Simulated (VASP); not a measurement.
B15As8, 23 atoms in the cell. The cell holds an amorphous packing of atoms, 23 atoms: a = 6.753 Å, b = 6.545 Å, c = 7.131 Å, α = 89.23°, β = 90.94°, γ = 91.42°. 

```yaml
Program: VASP 6.6.1
Task: single point
Functional: PBE
Potentials_or_basis: VASP PAW PBE potentials, release 64 (As, B)
Cutoff: 520 eV
k_mesh: 1 × 1 × 1, shifted
Occupations: fermi-dirac, width 0.05 eV
Spin: no spin polarisation
Dipole_correction: no
Further_INCAR_settings: LREAL = Auto; ALGO = Normal; EDIFF = 1e-07; NBANDS = 60; ISYM = 0
```

Potentials or basis: VASP PAW PBE potentials, release 64 (As, B).

Command:

```bash
$ cat potpaw_PBE.64/As/POTCAR potpaw_PBE.64/B/POTCAR > POTCAR
$ mpirun -np 1 vasp_std > vasp.out
```

Hardware: 1 thread of AMD EPYC 7R13 Processor (Zen 3), on a shared host.

Estimate the wall time of this run.

It took 82 s on 1 thread of AMD EPYC 7R13 Processor (Zen 3), with other jobs on the host, peak memory 0.29 GiB. Counts: scf iterations 18, k points 1.
